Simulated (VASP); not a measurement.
## MnS: single point with LDA

MnS:

```
Mn S
1.0
     0.00000    5.20900    5.20900
     2.60450    0.00000    2.60450
     2.60450    2.60450    0.00000
Mn S
2 2
Direct
  0.00000 0.00000 0.00000
  0.50000 0.00000 0.00000
  0.25000 0.50000 0.50000
  0.75000 0.50000 0.50000
```

| Property | Result |
| --- | --- |
| Program | VASP 6.6.1 |
| Task | single point |
| Functional | LDA |
| Potentials or basis | VASP PAW LDA potentials, release 64 (Mn_pv, S) |
| Cutoff | 520 eV |
| k mesh | 4 × 8 × 8 |
| Occupations | methfessel-paxton, width 0.1 eV |
| Spin | collinear spin, ferromagnetic start |
| Starting moments | [3.2, 3.2, 0.0, 0.0] μB |

| Quantity | Value |
| --- | --- |
| Pressure | -11.7 GPa |
| Net moment | 9.15 μB per cell |
| Site moments | Mn +4.12; S +0.10 μB |
| Valence electrons inside the program's atomic spheres | Mn 11.34; S 3.69 |

Levels at points of the mesh, in eV from the Fermi level:
Spin up:
```csv
k point,band 21,band 22,band 23,band 24,band 25,band 26,band 27,band 28
"(0.00, 0.00, 0.00)",-1.76,-1.76,0.63,0.63,1.79,2.88,5.49,5.49
"(0.50, 0.00, 0.00)",-0.37,-0.37,-0.37,-0.37,3.64,3.64,7.01,7.01
"(0.00, 0.50, 0.00)",-2.14,-1.91,0.63,0.63,0.98,2.88,5.49,5.49
"(0.50, 0.50, 0.00)",-1.07,-1.07,-0.98,-0.98,3.08,3.08,5.90,5.90
```
Spin down:
```csv
k point,band 11,band 12,band 13,band 14,band 15,band 16,band 17,band 18
"(0.00, 0.00, 0.00)",-3.27,-1.49,-1.49,-1.49,0.11,0.11,0.11,0.22
"(0.50, 0.00, 0.00)",-2.64,-2.64,-2.64,-2.64,0.54,0.54,0.54,0.54
"(0.00, 0.50, 0.00)",-3.27,-3.27,-3.02,-3.02,-0.95,0.64,1.04,1.04
"(0.50, 0.50, 0.00)",-3.97,-3.97,-3.16,-3.16,0.19,0.19,1.11,1.11
```

Wall time 2.1 min on 1 thread of Intel(R) Xeon(R) Platinum 8259CL CPU @ 2.50GHz (Skylake/Cascade Lake), on a shared host, peak memory 0.25 GiB.

Caveat: the cell stands under tension; semilocal functionals often make such compounds metallic where correlation or magnetic order opens a gap, which also shifts bond lengths; the run started ferromagnetic, and an antiferromagnetic order may lie lower in energy. With open d or f shells a metallic result of LDA can be an artefact of self-interaction; +U or a hybrid may open a gap.
